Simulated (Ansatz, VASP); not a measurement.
**Te2Mo in VASP and in Ansatz**

```
Te Mo
1.0
     3.47300    0.00000    0.00000
    -1.73650    3.00771    0.00000
     0.00000    0.00000   13.77082
Te Mo
4 2
Cartesian
  0.0000 2.0051 8.5321
  1.7365 1.0026 1.6467
  0.0000 2.0051 12.1241
  1.7365 1.0026 5.2387
  0.0000 2.0051 3.4427
  1.7365 1.0026 10.3281
```

Alike in both runs: functional LDA; k mesh 12 × 12 × 4; no spin polarisation.

Ansatz relaxed the structure, and its values are those at the end. VASP's run is a single point on that final structure, the one shown.

```csv
,VASP,Ansatz
version,VASP 6.6.1,Ansatz 0.2.0
potentials or method,"VASP PAW LDA potentials, release 64 (Te, Mo_sv)","scalar-relativistic, plane waves, PAW"
plane-wave cutoff (eV),520,420
occupations,"gaussian, width 0.01 eV",fixed
valence electrons in the cell,52,92
```

|  | VASP | Ansatz | Ansatz less VASP |
| --- | --- | --- | --- |
| gap on the k mesh at the Fermi level (eV) | 0.69 | 0.70 | +0.011 |
| least direct gap on the mesh (eV) | 1.10 | 1.10 | -0.001 |
| pressure (GPa) | 0.3 | 0.0 | -0.27 |
| rms of the force components (eV/Å) | 0.028 | 0.000 | -0.0275 |

LDA's correlation is that of Perdew and Zunger in VASP and of Perdew and Wang (1992) in Ansatz. VASP's potentials hold 52 valence electrons a cell and Ansatz's 92, so a difference there can come from the potentials and not from the codes.

Spin-orbit coupling is off throughout.
